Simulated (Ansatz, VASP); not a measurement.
# Ir: VASP beside Ansatz

```
Ir
1.0
     0.00000    1.91515    1.91515
     1.91515    0.00000    1.91515
     1.91515    1.91515    0.00000
Ir
1
Direct
  0.00000 0.00000 0.00000
```

Alike in both runs: functional PBEsol; k mesh 18 × 18 × 18; occupations gaussian, width 0.1 eV; no spin polarisation.

Ansatz relaxed the structure, and its values are those at the end. VASP's run is a single point on that final structure, the one shown.

|  | VASP | Ansatz |
| --- | --- | --- |
| version | VASP 6.6.1 | Ansatz 0.2.0 |
| potentials or method | VASP PAW PBE potentials, release 64 (Ir), cutoff 520 eV | scalar-relativistic, plane waves, PAW |
| valence electrons in the cell | 9 | 17 |

```tsv
	VASP	Ansatz	Ansatz less VASP
gap on the k mesh at the Fermi level (eV)	none	none	-
pressure (GPa)	1.0	0.0	-0.99
```

VASP's potentials were made for PBE, not for PBEsol. A gap of «none» marks a metal or a gap that the smearing closes. VASP's potentials hold 9 valence electrons a cell and Ansatz's 17, so a difference there can come from the potentials and not from the codes.

Neither program's run includes spin-orbit coupling.
